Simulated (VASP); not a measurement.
Runs of VASP 6.6.1 on SnO. The structure is that of space group P4/nmm (No. 129), or close to it. The cells are those of the table. 

```tsv
cell	gap on the mesh (eV)	pressure (GPa)	largest force (eV/Å)
a = 3.810, b = 3.810, c = 5.143 Å, 4 atoms	0.37	1.9	0.13
a = 3.810, b = 3.810, c = 5.219 Å, 4 atoms	0.39	0.8	0.16
a = 3.926, b = 3.926, c = 4.915 Å, 4 atoms	0.64	(b)	0.27
a = 3.868, b = 3.868, c = 5.143 Å, 4 atoms	(a)	-0.8	0.19
```

Alike in all rows: task single point; level PBE; potentials or basis VASP PAW PBE potentials, release 64 (Sn_d, O); no spin polarisation; k mesh 10 × 10 × 8; cutoff (eV) 520; smearing gaussian 0.05 eV.

Task: Fill in the values left out.

Result: (a) 0.51; (b) -0.4.

Caveats: semilocal functionals underestimate gaps, and a narrow one can read as zero; spin-orbit coupling is left out, which moves the levels of the heavy elements.

A k mesh can miss the band edges, and the runs leave out spin-orbit coupling on Sn.
